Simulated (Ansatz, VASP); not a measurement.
**SrO: VASP beside Ansatz**

The input INCAR:

```
PREC = Accurate
ENCUT = 520
EDIFF = 1E-6
ISMEAR = 0
SIGMA = 0.05
LREAL = F
LASPH = T
NELM = 60
ALGO = Normal
ISIF = 2
LWAVE = F
LCHARG = F
GGA = PE
NBANDS = 24
```

KPOINTS

```
Automatic mesh
0
Gamma
  9 9 4
```

POSCAR

```
SrO
1.0
    3.5769478779      0.0000000000      0.0000000000
   -1.7884739390      3.0977277303      0.0000000000
    0.0000000000      0.0000000000      6.2426216355
Sr O
2 2
Direct
    0.3333333333      0.6666666667      0.2500000000
    0.6666666667      0.3333333333      0.7500000000
   -0.0858398940     -0.0920029211      0.0000000000
    0.0858398940      0.0920029211      0.5000000000
```

Input for Ansatz:

```yaml
crystal:
  lattice:
    - [3.5769478779, 0.0, 0.0]
    - [-1.788473939, 3.0977277303, 0.0]
    - [0.0, 0.0, 6.2426216355]
  atoms:
    - { symbol: Sr, position: [0.3333333333, 0.6666666667, 0.25] }
    - { symbol: Sr, position: [0.6666666667, 0.3333333333, 0.75] }
    - { symbol: O, position: [-0.085839894, -0.0920029211, 0.0] }
    - { symbol: O, position: [0.085839894, 0.0920029211, 0.5] }
basis:
  ecutwfc: 520.0
kpoints:
  mp_grid: { grid: [9, 9, 4] }
hamiltonian:
  xc: pbe
scf:
  occupations: { method: gaussian, width: 0.05 }
output:
  forces: true
  stress: true
  eigenvalues: true
```

Change from the starting cell: mode 6 frozen in at -0.142 Å and mode 7 at -0.285 Å (largest displacements).

Alike in both runs: task single point; functional PBE; k mesh 9 × 9 × 4; occupations gaussian, width 0.05 eV; no spin polarisation.

```csv
,VASP,Ansatz
version,VASP 6.6.1,Ansatz 0.2.0
potentials or method,"VASP PAW PBE potentials, release 64 (Sr_sv, O), cutoff 520 eV","scalar-relativistic, plane waves, PAW"
valence electrons in the cell,32,32
```

```tsv
	VASP	Ansatz	Ansatz less VASP
gap on the k mesh at the Fermi level (eV)	3.17	3.17	+0.002
least direct gap on the mesh (eV)	3.17	3.18	+0.003
pressure (GPa)	3.4	2.8	-0.62
traceless stress, the component that is largest in VASP (GPa)	0.29	0.31	+0.022
rms of the force components (eV/Å)	0.372	0.349	-0.0232
```

Atom by atom the forces differ by 0.023 eV/Å (rms over components). The functional is the same, so the differences come from potentials, cutoffs and numerics.
